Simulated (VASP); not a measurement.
# Mg5ZnO6 in VASP: notebook

Mg5ZnO6 is run at these levels: PBE; tasks: single point, relaxation of cell and atoms.

Program: VASP 6.6.1. These are calculated values, not measurements. Logs are shortened: lines on timing, memory, paths and dates and some standing lists are left out, and cuts for length are marked.

**1. The cell of the first run**

The structure is trigonal, space group P-3m1 (No. 164). The conventional cell has a = 3.311 Å, b = 3.311 Å, c = 16.222 Å, α = 90.00°, β = 90.00°, γ = 120.00°. Within 3.1 Å of Mg (site symmetry 3m) lie 6 O at 2.34 Å. Within 3.1 Å of Mg (site symmetry 3m) lie 6 O at 2.34 Å. Mg (site symmetry -3m) has 6 O at 2.34 Å within 3.1 Å. Within 3.1 Å of Zn (site symmetry -3m) lie 6 O at 2.34 Å. O (site symmetry 3m) has 3 Zn at 2.34 Å and 3 Mg at 2.34 Å within 3.1 Å. O (site symmetry 3m) has 6 Mg at 2.34 Å within 3.1 Å. Within 3.1 Å of O (site symmetry 3m) lie 6 Mg at 2.34 Å.

**2. Single point, PBE**

INCAR

```
ALGO = Normal ; EDIFF = 1E-6
ENCUT = 520 ; GGA = PE
ISIF = 2 ; ISMEAR = 0
LASPH = True ; LCHARG = False
LREAL = False ; LWAVE = False
NBANDS = 41 ; NELM = 60
PREC = Accurate ; SIGMA = 0.1
```

KPOINTS

```
k-points
0
Gamma
  6 6 1
```

POSCAR

```
Mg5ZnO6
1.0
    3.3112041100      0.0000000000      0.0000000000
   -1.6556020600      2.8675868800      0.0000000000
    0.0000000000      0.0000000000     16.2215210100
Mg Zn O
5 1 6
Direct
    0.3333333300      0.6666666700      0.8333333300
    0.6666666700      0.3333333300      0.1666666700
    0.3333333300      0.6666666700      0.3333333300
    0.0000000000      0.0000000000      0.5000000000
    0.6666666700      0.3333333300      0.6666666700
    0.0000000000      0.0000000000      0.0000000000
    0.6666666700      0.3333333300      0.9166666700
    0.3333333300      0.6666666700      0.0833333300
    0.0000000000      0.0000000000      0.2500000000
    0.6666666700      0.3333333300      0.4166666700
    0.3333333300      0.6666666700      0.5833333300
    0.0000000000      0.0000000000      0.7500000000
```

Potentials or basis: VASP PAW PBE potentials, release 64 (Mg, Zn, O).

Command:

```bash
$ cat potpaw_PBE.64/Mg/POTCAR potpaw_PBE.64/Zn/POTCAR potpaw_PBE.64/O/POTCAR > POTCAR
$ mpirun -np 1 vasp_std > vasp.out
```

OUTCAR:

```text
EDIFF = 1E-6
   ENCUT = 520
   GGA = PE
   ISIF = 2
   ISMEAR = 0
   LASPH = True
   LREAL = False
   NELM = 60
   PREC = Accurate

 ion  position               nearest neighbor table
   1  0.333  0.667  0.833-  12 2.34  12 2.34  12 2.34   7 2.34   7 2.34   7 2.34   5 3.31   5 3.31
                             5 3.31   6 3.31   6 3.31   6 3.31
   2  0.667  0.333  0.167-   9 2.34   9 2.34   9 2.34   8 2.34   8 2.34   8 2.34   3 3.31   3 3.31
                             3 3.31   6 3.31   6 3.31   6 3.31
   3  0.333  0.667  0.333-   9 2.34   9 2.34   9 2.34  10 2.34  10 2.34  10 2.34   2 3.31   2 3.31
                             2 3.31   4 3.31   4 3.31   4 3.31
   4  0.000  0.000  0.500-  10 2.34  11 2.34  10 2.34  11 2.34  10 2.34  11 2.34   3 3.31   5 3.31
                             3 3.31   5 3.31   5 3.31   3 3.31
   5  0.667  0.333  0.667-  12 2.34  12 2.34  12 2.34  11 2.34  11 2.34  11 2.34   1 3.31   1 3.31
                             1 3.31   4 3.31   4 3.31   4 3.31
   6  0.000  0.000  0.000-   7 2.34   8 2.34   7 2.34   8 2.34   7 2.34   8 2.34   1 3.31   2 3.31
                             1 3.31   2 3.31   2 3.31   1 3.31
   7  0.667  0.333  0.917-   6 2.34   6 2.34   6 2.34   1 2.34   1 2.34   1 2.34
   8  0.333  0.667  0.083-   6 2.34   6 2.34   6 2.34   2 2.34   2 2.34   2 2.34
   9  0.000  0.000  0.250-   2 2.34   3 2.34   2 2.34   3 2.34   2 2.34   3 2.34
  10  0.667  0.333  0.417-   4 2.34   4 2.34   4 2.34   3 2.34   3 2.34   3 2.34
  11  0.333  0.667  0.583-   4 2.34   4 2.34   4 2.34   5 2.34   5 2.34   5 2.34
  12  0.000  0.000  0.750-   1 2.34   5 2.34   5 2.34   1 2.34   5 2.34   1 2.34

  LATTYP: Found a hexagonal cell.
 ALAT       =     3.3112041100
 C/A-ratio  =     4.8989794863

  Lattice vectors:

 A1 = (   3.3112041100,   0.0000000000,   0.0000000000)
 A2 = (  -1.6556020600,   2.8675868800,   0.0000000000)
 A3 = (   0.0000000000,   0.0000000000,  16.2215210100)

Analysis of symmetry for initial positions (statically):
=====================================================================
 Subroutine PRICEL returns:
 Original cell was already a primitive cell.

 Routine SETGRP: Setting up the symmetry group for a
 hexagonal supercell.

 Subroutine GETGRP returns: Found 12 space group operations
 (whereof 12 operations were pure point group operations)
 out of a pool of 24 trial point group operations.

The static configuration has the point symmetry D_3d.

Analysis of symmetry for dynamics (positions and initial velocities):
=====================================================================
 Subroutine PRICEL returns:
 Original cell was already a primitive cell.

[... 125 lines left out ...]
   EFERMI_NEDOS =   21; number of points for ismear=-14 and -15
   IALGO  =     38    algorithm
   IMIX   =      4    mixing-type and parameters
     AMIX     =   0.40;   BMIX     =  1.00
     AMIX_MAG =   1.60;   BMIX_MAG =  1.00
  volume/ion in A,a.u.               =      12.84        86.62
  Fermi-wavevector in a.u.,A,eV,Ry     =   1.182187  2.234009 19.015036  1.397566
  Thomas-Fermi vector in A             =   2.318446
   LORBIT       =      0    0 simple, 1 ext, 2 COOP (PROOUT), +10 PAW based schemes
   GGA     = PE    functional components
   LHFCALC =     F    Hartree Fock is set to
   AEXX    =    0.0000 exact exchange contribution
   IVDW    =     0    specifies the selected vdW correction
   LEPSILON=     F    determine dielectric tensor
   LRPA    =     F    only Hartree local field effects (RPA)
 non-spin polarized calculation
 Gauss-broadening in eV      SIGMA  =   0.10
  energy-cutoff  :      520.00
  volume of cell :      154.03
 maximum number of plane-waves:      4168
 NGX is ok and might be reduce to    28
   NGX = 13   NGY = 13   NGZ = 61

 number of electron      57.9999999 magnetization

 Free energy of the ion-electron system (eV)
  ---------------------------------------------------
  ext. energy  EPLUGINS =         0.00000000
  ---------------------------------------------------
  free energy    TOTEN  =       -64.58950449 eV

  energy without entropy =      -64.58950449  energy(sigma->0) =      -64.58950449

 E-fermi :   1.6905     XC(G=0):  -9.8645

 val. band max:        1.1835973246   @ k =   0.0000   0.0000   0.0000
 cond. band min:       2.7434513389   @ k =   0.0000   0.0000   0.0000
 fundamental gap:      1.5598540143
 Fermi energy:         1.6904850478

 k-point     1 :       0.0000    0.0000    0.0000
  band No.  band energies     occupation
      1     -15.0106      2.00000
      2     -14.8643      2.00000
      3     -14.8428      2.00000
      4     -14.5268      2.00000
      5     -14.5199      2.00000
      6     -14.3453      2.00000
[... 297 lines left out ...]
     40       9.9252      0.00000
     41       9.9252      0.00000

------------------------ aborting loop because EDIFF is reached ----------------------------------------

  FORCE on cell =-STRESS in cart. coord.  units (eV):
  Direction    XX          YY          ZZ          XY          YZ          ZX
  --------------------------------------------------------------------------------------
  -------------------------------------------------------------------------------------
  Total      -23.0164942    -23.0164942    -23.4122165      0.0000000      0.0000000      0.0000000
  in kB     -239.4173642   -239.4173648   -243.5336647      0.0000004      0.0000000      0.0000000
  external PRESSURE =    -240.7894646 kB  Pullay stress =       0.0000000 kB

 VOLUME and BASIS-vectors are now :
 -----------------------------------------------------------------------------
  energy-cutoff  :      520.00
  volume of cell :      154.03
      direct lattice vectors                 reciprocal lattice vectors
     3.311204110  0.000000000  0.000000000     0.302004940  0.174362634  0.000000000
    -1.655602060  2.867586880  0.000000000     0.000000000  0.348725267  0.000000000
     0.000000000  0.000000000 16.221521010     0.000000000  0.000000000  0.061646500

 POSITION                                       TOTAL-FORCE (eV/Angst)
 -----------------------------------------------------------------------------------
     -0.00000      1.91172     13.51793        -0.000000      0.000000      0.158094
      1.65560      0.95586      2.70359        -0.000000     -0.000000     -0.158094
     -0.00000      1.91172      5.40717        -0.000000     -0.000000     -0.002682
      0.00000      0.00000      8.11076        -0.000000      0.000000     -0.000000
      1.65560      0.95586     10.81435        -0.000000      0.000000      0.002682
      0.00000      0.00000      0.00000        -0.000000      0.000000     -0.000000
      1.65560      0.95586     14.86973        -0.000000      0.000000     -0.310575
     -0.00000      1.91172      1.35179         0.000000     -0.000000      0.310575
      0.00000      0.00000      4.05538        -0.000000      0.000000      0.011144
      1.65560      0.95586      6.75897        -0.000000     -0.000000      0.001326
     -0.00000      1.91172      9.46255         0.000000      0.000000     -0.001326
      0.00000      0.00000     12.16614        -0.000000      0.000000     -0.011144
 -----------------------------------------------------------------------------------
    total drift:                                0.000000      0.000000      0.000000

  FREE ENERGIE OF THE ION-ELECTRON SYSTEM (eV)
  ---------------------------------------------------
  free  energy   TOTEN  =       -64.5895044931 eV

  energy  without entropy=      -64.5895044931  energy(sigma->0) =      -64.58950449
```

stdout:

```text
POSCAR found type information on POSCAR MgZnO
 POSCAR found :  3 types and      12 ions
 scaLAPACK will be used
 LDA part: xc-table for (Slater+PW92), standard interpolation
 POSCAR, INCAR and KPOINTS ok, starting setup
 FFT: planning ... GRIDC
 FFT: planning ... GRID_SOFT
 FFT: planning ... GRID
 WAVECAR not read
 entering main loop
```

It took 2.2 min on 1 thread of Intel Xeon 8259CL, shared host; peak memory 0.31 GiB.

What came out:

- Free energy: -64.5895 eV
- Pressure: -24.1 GPa
- Largest force: 0.311 eV/Å
- Band gap on the k mesh: 1.56 eV

Forces on the atoms (eV/Å):
```
Mg   0.000  0.000  0.158
Mg   0.000  0.000 -0.158
Mg   0.000  0.000 -0.003
Mg   0.000  0.000  0.000
Mg   0.000  0.000  0.003
Zn   0.000  0.000  0.000
O    0.000  0.000 -0.311
O    0.000  0.000  0.311
O    0.000  0.000  0.011
O    0.000  0.000  0.001
O    0.000  0.000 -0.001
O    0.000  0.000 -0.011
```

Stress tensor (GPa, compression positive):
```
-23.94   0.00   0.00
  0.00 -23.94   0.00
  0.00   0.00 -24.35
```

Levels at points of the mesh, in eV from the valence-band top:
```tsv
k point	band 26	band 27	band 28	band 29	band 30	band 31	band 32	band 33
(0.00, 0.00, 0.00)	-0.24	-0.24	0.00	0.00	1.56	3.04	3.36	4.97
(0.50, 0.00, 0.00)	-0.77	-0.69	-0.33	-0.21	4.87	5.73	6.53	6.71
```

Caveat: the cell stands under tension.

**3. Single point, PBE**

This run uses another cell than the first one, of 9.71 Å³/atom.

INCAR

```
PREC     = Accurate       # precision mode
ENCUT    = 520            # plane-wave cutoff, eV
EDIFF    = 1E-6           # SCF threshold, eV
ISMEAR   = 0              # smearing method
SIGMA    = 0.1            # smearing width, eV
LREAL    = False          # projectors in reciprocal space
LASPH    = True           # aspherical terms in the spheres
NELM     = 60             # most SCF steps
ALGO     = Normal         # electronic algorithm
ISIF     = 2              # what is computed and relaxed
LWAVE    = False          # write WAVECAR
LCHARG   = True           # write CHGCAR
GGA      = PE             # functional
LELF     = True           # ELF
LVHAR    = True         
NBANDS   = 41             # bands
```

KPOINTS

```
regular mesh
0
Gamma
  6 6 2
```

POSCAR

```
Mg5ZnO6
1.0
    3.0187913742      0.0000000000      0.0000000000
   -1.5093956871      2.6143500188      0.0000000000
    0.0000000000      0.0000000000     14.7673278216
Mg Zn O
5 1 6
Direct
    0.3333333333      0.6666666667      0.8323042667
    0.6666666667      0.3333333333      0.1676957333
    0.3333333333      0.6666666667      0.3338966698
    0.0000000000      0.0000000000      0.5000000000
    0.6666666667      0.3333333333      0.6661033302
    0.0000000000      0.0000000000      0.0000000000
    0.6666666667      0.3333333333      0.9133950012
    0.3333333333      0.6666666667      0.0866049988
    0.0000000000      0.0000000000      0.2508633090
    0.6666666667      0.3333333333      0.4169515992
    0.3333333333      0.6666666667      0.5830484008
    0.0000000000      0.0000000000      0.7491366910
```

Potentials or basis: VASP PAW PBE potentials, release 64 (Mg, Zn, O).

Command:

```bash
$ cat potpaw_PBE.64/Mg/POTCAR potpaw_PBE.64/Zn/POTCAR potpaw_PBE.64/O/POTCAR > POTCAR
$ mpirun -np 1 vasp_std > vasp.out
```

It took 2.5 min on 1 thread of Intel Xeon 8259CL, shared host; peak memory 0.27 GiB.

Results (log left out):

```yaml
Free_energy: -68.1940 eV
Pressure: -0.4 GPa
Largest_force: 0.071 eV/Å
Band_gap_on_the_k_mesh: 3.28 eV
```

Forces on the atoms (eV/Å):
```
Mg   0.000  0.000 -0.005
Mg   0.000  0.000  0.005
Mg   0.000  0.000 -0.002
Mg   0.000  0.000  0.000
Mg   0.000  0.000  0.002
Zn   0.000  0.000  0.000
O    0.000  0.000 -0.071
O    0.000  0.000  0.071
O    0.000  0.000  0.002
O    0.000  0.000  0.000
O    0.000  0.000  0.000
O    0.000  0.000 -0.002
```

Levels at points of the mesh, in eV from the valence-band top:
| k point | band 26 | band 27 | band 28 | band 29 | band 30 | band 31 | band 32 | band 33 |
| --- | --- | --- | --- | --- | --- | --- | --- | --- |
| (0.00, 0.00, 0.00) | -0.32 | -0.32 | 0.00 | 0.00 | 3.28 | 5.01 | 5.40 | 6.65 |
| (0.50, 0.00, 0.00) | -1.10 | -0.97 | -0.38 | -0.29 | 6.61 | 6.93 | 8.10 | 8.57 |
| (0.00, 0.00, 0.50) | -0.36 | -0.36 | 0.00 | 0.00 | 3.45 | 4.54 | 6.12 | 6.16 |
| (0.50, 0.00, 0.50) | -1.11 | -0.95 | -0.44 | -0.29 | 6.62 | 7.04 | 7.77 | 8.92 |

A k mesh can miss the band edges.

**4. Single point, PBE**

This run uses another cell than the first one, of 9.71 Å³/atom.

INCAR

```
PREC = Accurate
ENCUT = 520
EDIFF = 1E-7
ISMEAR = 0
SIGMA = 0.1
LREAL = F
LASPH = T
NELM = 80
ALGO = Normal
ISIF = 2
LWAVE = F
LCHARG = F
GGA = PE
NBANDS = 41
```

KPOINTS

```
Automatic mesh
0
Gamma
  6 6 1
```

POSCAR

```
Mg5ZnO6
1.0
    3.0190441501     -0.0000450061     -0.0000541215
   -1.5095620215      2.6140239615     -0.0000823694
   -0.0002689613     -0.0006237541     14.7685841719
Mg Zn O
5 1 6
Direct
    0.3334211378      0.6667980954      0.8323050885
    0.6665519799      0.3331896596      0.1676964377
    0.3332660755      0.6665649315      0.3338903060
    0.0000146564     -0.0000079716      0.5000010792
    0.6667485837      0.3334386453      0.6661106512
    0.0000038475     -0.0000115319      0.0000015168
    0.6668082550      0.3335330892      0.9133928518
    0.3331737681      0.6664856089      0.0866061316
   -0.0000890853     -0.0001264932      0.2508553659
    0.6666383851      0.3332820211      0.4169446235
    0.3333717244      0.6667238244      0.5830540382
    0.0000906720      0.0001301213      0.7491419096
```

Potentials or basis: VASP PAW PBE potentials, release 64 (Mg, Zn, O).

Command:

```bash
$ cat potpaw_PBE.64/Mg/POTCAR potpaw_PBE.64/Zn/POTCAR potpaw_PBE.64/O/POTCAR > POTCAR
$ mpirun -np 1 vasp_std > vasp.out
```

OUTCAR:

```text
PREC = Accurate
   ENCUT = 520
   EDIFF = 1E-7
   ISMEAR = 0
   LREAL = F
   LASPH = T
   NELM = 80
   ISIF = 2
   GGA = PE

 ion  position               nearest neighbor table
   1  0.333  0.667  0.832-   7 2.11   7 2.11   7 2.11  12 2.13  12 2.13  12 2.13   5 3.01   5 3.01
                             5 3.01   6 3.03   6 3.03   6 3.03
   2  0.667  0.333  0.168-   8 2.11   8 2.11   8 2.11   9 2.13   9 2.13   9 2.13   3 3.01   3 3.01
                             3 3.01   6 3.03   6 3.03   6 3.03
   3  0.333  0.667  0.334-   9 2.13  10 2.13   9 2.13   9 2.13  10 2.13  10 2.13   4 3.01   4 3.01
[... 1131 lines left out ...]

 VOLUME and BASIS-vectors are now :
 -----------------------------------------------------------------------------
  energy-cutoff  :      520.00
  volume of cell :      116.55
      direct lattice vectors                 reciprocal lattice vectors
     3.019044150 -0.000045006 -0.000054122     0.331233516  0.191282691  0.000014111
    -1.509562022  2.614023962 -0.000082369     0.000005703  0.382555258  0.000016157
    -0.000268961 -0.000623754 14.768584172     0.000001214  0.000002835  0.067711298

 POSITION                                       TOTAL-FORCE (eV/Angst)
 -----------------------------------------------------------------------------------
     -0.00018      1.74249     12.29189         0.000182      0.000103     -0.005933
      1.50933      0.87083      2.47658        -0.000027      0.000206      0.005731
     -0.00017      1.74219      4.93101         0.000037      0.000198     -0.000318
     -1.50964      2.61369      7.38423        -0.000234      0.000148     -0.000167
      1.50942      0.87117      9.83745        -0.000178     -0.000212      0.000247
     -1.50953      2.61399     -0.00006        -0.000194      0.000134     -0.000225
      1.50939      0.87126     13.48946        -0.000225     -0.000812     -0.069800
     -0.00026      1.74214      1.27898         0.000485      0.000455      0.069987
      1.50934      2.61349      3.70464        -0.000074      0.000094      0.001081
      1.50939      0.87092      6.15762         0.000034      0.000006      0.000637
     -0.00015      1.74245      8.61081         0.000201     -0.000154     -0.000541
     -0.00012     -0.00013     11.06377        -0.000007     -0.000166     -0.000700
 -----------------------------------------------------------------------------------
    total drift:                                0.000001     -0.000001      0.000017

  FREE ENERGIE OF THE ION-ELECTRON SYSTEM (eV)
  ---------------------------------------------------
  free  energy   TOTEN  =       -68.1930037995 eV

  energy  without entropy=      -68.1930037995  energy(sigma->0) =      -68.19300380
```

OSZICAR:

```text
N       E                     dE             d eps       ncg     rms          rms(c)
DAV:   1     0.480908137614E+03    0.48091E+03   -0.27781E+04  1640   0.148E+03
DAV:   2    -0.191068972681E+02   -0.50002E+03   -0.46676E+03  1801   0.360E+02
DAV:   3    -0.763655244587E+02   -0.57259E+02   -0.56553E+02  1894   0.131E+02
DAV:   4    -0.777768976273E+02   -0.14114E+01   -0.14055E+01  2086   0.219E+01
DAV:   5    -0.777897005084E+02   -0.12803E-01   -0.12795E-01  1880   0.226E+00    0.184E+01
DAV:   6    -0.680256714610E+02    0.97640E+01   -0.32929E+01  2332   0.548E+01    0.773E+00
DAV:   7    -0.682822214498E+02   -0.25655E+00   -0.42658E+00  1912   0.100E+01    0.543E+00
DAV:   8    -0.682630256745E+02    0.19196E-01   -0.94369E-01  2509   0.814E+00    0.176E+00
DAV:   9    -0.682005648836E+02    0.62461E-01   -0.18994E-01  2456   0.612E+00    0.859E-01
DAV:  10    -0.681923682813E+02    0.81966E-02   -0.95690E-02  2231   0.186E+00    0.148E-01
DAV:  11    -0.681930376330E+02   -0.66935E-03   -0.59691E-03  2023   0.490E-01    0.116E-01
DAV:  12    -0.681929977225E+02    0.39911E-04   -0.57496E-04  2632   0.467E-01    0.398E-02
DAV:  13    -0.681930141262E+02   -0.16404E-04   -0.58283E-04  2304   0.210E-01    0.248E-02
DAV:  14    -0.681930061960E+02    0.79302E-05   -0.45443E-05  2373   0.622E-02    0.102E-02
DAV:  15    -0.681930039676E+02    0.22284E-05   -0.11709E-05  2472   0.396E-02    0.245E-03
DAV:  16    -0.681930037754E+02    0.19221E-06   -0.20115E-06  2501   0.183E-02    0.870E-04
DAV:  17    -0.681930037995E+02   -0.24118E-07   -0.78594E-07  2352   0.714E-03
   1 F= -.68193004E+02 E0= -.68193004E+02  d E =-.337997E-13
```

stdout:

```text
POSCAR found type information on POSCAR MgZnO
 POSCAR found :  3 types and      12 ions
 scaLAPACK will be used
 -----------------------------------------------------------------------------
|                                                                             |
|           W    W    AA    RRRRR   N    N  II  N    N   GGGG   !!!           |
|           W    W   A  A   R    R  NN   N  II  NN   N  G    G  !!!           |
[... 38 lines left out ...]
 -----------------------------------------------------------------------------

 POSCAR, INCAR and KPOINTS ok, starting setup
 FFT: planning ... GRIDC
 FFT: planning ... GRID_SOFT
 FFT: planning ... GRID
 WAVECAR not read
 entering main loop
```

Run time: 3.8 min. Hardware: 1 thread of Intel Xeon 8259CL, shared host; peak memory 0.29 GiB.

What came out:

```
Free energy            : -68.1930 eV
Pressure               : -0.5 GPa
Largest force          : 0.070 eV/Å
Band gap on the k mesh : 3.28 eV
```

Forces in eV/Å, atoms in the order of the input:
```
Mg   0.000  0.000 -0.006
Mg   0.000  0.000  0.006
Mg   0.000  0.000  0.000
Mg   0.000  0.000  0.000
Mg   0.000  0.000  0.000
Zn   0.000  0.000  0.000
O    0.000 -0.001 -0.070
O    0.000  0.000  0.070
O    0.000  0.000  0.001
O    0.000  0.000  0.001
O    0.000  0.000 -0.001
O    0.000  0.000 -0.001
```

Levels at points of the mesh, in eV from the valence-band top:
```tsv
k point	band 26	band 27	band 28	band 29	band 30	band 31	band 32	band 33
(0.00, 0.00, 0.00)	-0.31	-0.31	0.00	0.00	3.28	5.01	5.40	6.65
(0.50, 0.00, 0.00)	-1.10	-0.97	-0.38	-0.29	6.61	6.93	8.10	8.58
(0.00, 0.50, 0.00)	-1.10	-0.97	-0.38	-0.29	6.61	6.93	8.10	8.57
(0.50, 0.50, 0.00)	-1.10	-0.97	-0.38	-0.29	6.61	6.93	8.10	8.58
```

Caveat: the k points lie up to 0.43 Å⁻¹ apart.

(Part 1 of 2 ends here.)
